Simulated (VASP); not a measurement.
Here is a VASP 6.6.1 calculation.

Contents of POSCAR:

```
SbW
1.0
    0.0000000000      3.0332943879      3.0332943879
    3.0332943879      0.0000000000      3.0332943879
    3.0332943879      3.0332943879      0.0000000000
W Sb
1 1
Direct
    0.0000000000      0.0000000000      0.0000000000
    0.2500000000      0.2500000000      0.2500000000
```

The input INCAR.step1:

```
SYSTEM = SbW
PREC = Accurate
ENCUT = 520
ISMEAR = 0
SIGMA = 0.05
LREAL = .FALSE.
LASPH = .TRUE.
NELM = 100
NBANDS = 16
GGA = PE
ALGO = Normal
EDIFF = 1E-4
LWAVE = .TRUE.
LCHARG = .FALSE.
```

INCAR.step2

```
SYSTEM = SbW
PREC = Accurate
ENCUT = 520
EDIFF = 1E-6
ISMEAR = 0
SIGMA = 0.05
LREAL = .FALSE.
LASPH = .TRUE.
NELM = 100
ALGO = Normal
ISIF = 2
LWAVE = .FALSE.
LCHARG = .FALSE.
METAGGA = R2SCAN
LMIXTAU = .TRUE.
NBANDS = 16
ISTART = 1
```

The input KPOINTS:

```
regular mesh
0
G
  10 10 10
  0 0 0
```

Potentials or basis: VASP PAW PBE potentials, release 64 (W_sv, Sb).

Command:

```console
$ cat potpaw_PBE.64/W_sv/POTCAR potpaw_PBE.64/Sb/POTCAR > POTCAR
$ cp INCAR.step1 INCAR
$ mpirun -np 1 vasp_std > vasp.out
$ cp INCAR.step2 INCAR
$ mpirun -np 1 vasp_std > vasp.out
```

**Question.** What does it give for the band gap on the k mesh?

**Answer.** Zero (an odd number of electrons rules out a gap without spin polarisation).

**Question.** Estimate the pressure.

**Answer.** 2.1 GPa.

Caveat: the PAW data sets were made with another functional, which shifts forces and pressure a little; spin-orbit coupling is left out, which moves the levels of the heavy elements.
